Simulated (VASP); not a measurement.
Here is a VASP 6.6.1 calculation.

Contents of INCAR:

```
PREC = Accurate
ENCUT = 600
EDIFF = 1E-6
ISMEAR = 0
SIGMA = 0.15
LREAL = F
LASPH = T
NELM = 120
ALGO = Normal
ISIF = 2
LWAVE = F
LCHARG = T
GGA = PE
LELF = T
LVHAR = T
NBANDS = 56
GGA_COMPAT = F
```

KPOINTS

```
regular mesh
0
Gamma
  4 4 1
```

POSCAR

```
BeZn2O3
1.0
    3.0755808169      0.0000000000      0.0000000000
   -1.5377904084      2.6635311188      0.0000000000
    0.0000000000      0.0000000000     15.3611074476
Be Zn O
2 4 6
Direct
    0.3333333333      0.6666666667      0.0042146628
    0.6666666667      0.3333333333      0.5042146628
    0.3333333333      0.6666666667      0.6609462084
    0.6666666667      0.3333333333      0.8426755492
    0.3333333333      0.6666666667      0.3426755492
    0.6666666667      0.3333333333      0.1609462084
    0.3333333333      0.6666666667      0.1077713397
    0.3333333333      0.6666666667      0.7882768462
    0.6666666667      0.3333333333      0.9711153937
    0.6666666667      0.3333333333      0.6077713397
    0.3333333333      0.6666666667      0.4711153937
    0.6666666667      0.3333333333      0.2882768462
```

Potentials or basis: VASP PAW PBE potentials, release 64 (Be, Zn, O).

Launch:

```console
$ cat potpaw_PBE.64/Be/POTCAR potpaw_PBE.64/Zn/POTCAR potpaw_PBE.64/O/POTCAR > POTCAR
$ mpirun -np 1 vasp_std > vasp.out
```

Q: Predict the largest force.

A: 0.097 eV/Å.

Q: Predict the pressure.

A: 1.1 GPa.

Forces in eV/Å, atoms in the order of the input:
```
Be   0.000  0.000 -0.018
Be   0.000  0.000 -0.018
Zn   0.000  0.000  0.062
Zn   0.000  0.000  0.020
Zn   0.000  0.000  0.020
Zn   0.000  0.000  0.062
O    0.000  0.000 -0.097
O    0.000  0.000 -0.033
O    0.000  0.000  0.065
O    0.000  0.000 -0.097
O    0.000  0.000  0.065
O    0.000  0.000 -0.033
```

Caveat: the k points lie up to 0.59 Å⁻¹ apart.
